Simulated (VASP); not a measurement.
Runs of VASP 6.6.1 on Ru. The structure is that of space group P6_3/mmc (No. 194), or close to it. The cells are those of the table. 

| task | level | potentials or basis | cell | gap on the mesh (eV) | pressure (GPa) |
| --- | --- | --- | --- | --- | --- |
| relaxation of the atoms | PBE | VASP PAW PBE potentials, release 64 (Ru_pv) | atoms relaxed from a = 2.706, b = 2.706, c = 4.410 Å, angles 90.0, 90.0, 120.0°, 2 atoms | none | -4.8 |
| electric field gradients | r2SCAN | VASP PAW PBE potentials, release 64 (Ru_pv) | a = 2.706, b = 2.706, c = 4.282 Å, angles 90.0, 90.0, 120.0°, 2 atoms | none | -0.6 |
| electric field gradients | LDA | VASP PAW LDA potentials, release 64 (Ru_pv) | a = 2.706, b = 2.706, c = 4.282 Å, angles 90.0, 90.0, 120.0°, 2 atoms | none | -11.5 |
| electric field gradients | PBEsol | VASP PAW PBE potentials, release 64 (Ru_pv) | a = 2.706, b = 2.706, c = 4.282 Å, angles 90.0, 90.0, 120.0°, 2 atoms | none | (a) |
| relaxation of the atoms | PBE | VASP PAW PBE potentials, release 64 (Ru_pv) | atoms relaxed from a = 2.688, b = 2.688, c = 4.253 Å, angles 90.0, 90.0, 120.0°, 2 atoms | none | 11.5 |

Alike in all rows: no spin polarisation; k mesh 20 × 20 × 11; cutoff (eV) 520; smearing fermi-dirac 0.05 eV.

**Question.** Fill in the values left out.

**Answer.** (a) -6.4.

Caveats: the PAW data sets were made with another functional, which shifts forces and pressure a little (at least some runs); the cell stands under tension (at least some runs).

A k mesh can miss the band edges, and the runs leave out spin-orbit coupling on Ru.

A gap of «none» marks levels without a gap at the run's occupations.
